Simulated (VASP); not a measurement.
The system is SnO.

```
Sn O
1.0
     3.35500    0.00000    0.00000
     0.00000    5.67410    0.00000
     0.00000    0.00000    4.22197
Sn O
2 2
Direct
  0.00000 0.23191 0.51314
  0.50000 0.76809 0.01314
  0.00000 0.89125 0.73686
  0.50000 0.10875 0.23686
```

Base run:

| Quantity | Value |
| --- | --- |
| Program | VASP 6.6.1 |
| Functional | PBEsol |
| Potentials or basis | VASP PAW PBE potentials, release 64 (Sn_d, O) |
| Cutoff | 520 eV |
| k mesh | 6 × 4 × 4 |
| Occupations | gaussian, width 0.01 eV |
| Spin | no spin polarisation |

Its results: band gap on the k mesh 1.58 eV, indirect (least direct gap 2.33 eV); pressure -2.9 GPa; largest force 0.351 eV/Å.

Problem. After a change of settings the same cell gave: band gap on the k mesh 1.83 eV, indirect (least direct gap 2.53 eV); pressure -3.0 GPa; largest force 0.343 eV/Å. Which change was it?
A. k mesh from 6 × 4 × 4 to 8 × 4 × 6
B. k mesh from 6 × 4 × 4 to 4 × 4 × 4; further incar settings from ALGO = Normal; EDIFF = 1e-06; NBANDS = 28 to ALGO = Normal; EDIFF = 1e-07; NBANDS = 28
C. k mesh from 6 × 4 × 4 to 4 × 2 × 4
D. k mesh from 6 × 4 × 4 to 8 × 6 × 8

Solution. C.

Caveats: some runs use coarse meshes; the PAW data sets were made with another functional, which shifts forces and pressure a little; spin-orbit coupling is left out, which moves the levels of the heavy elements.
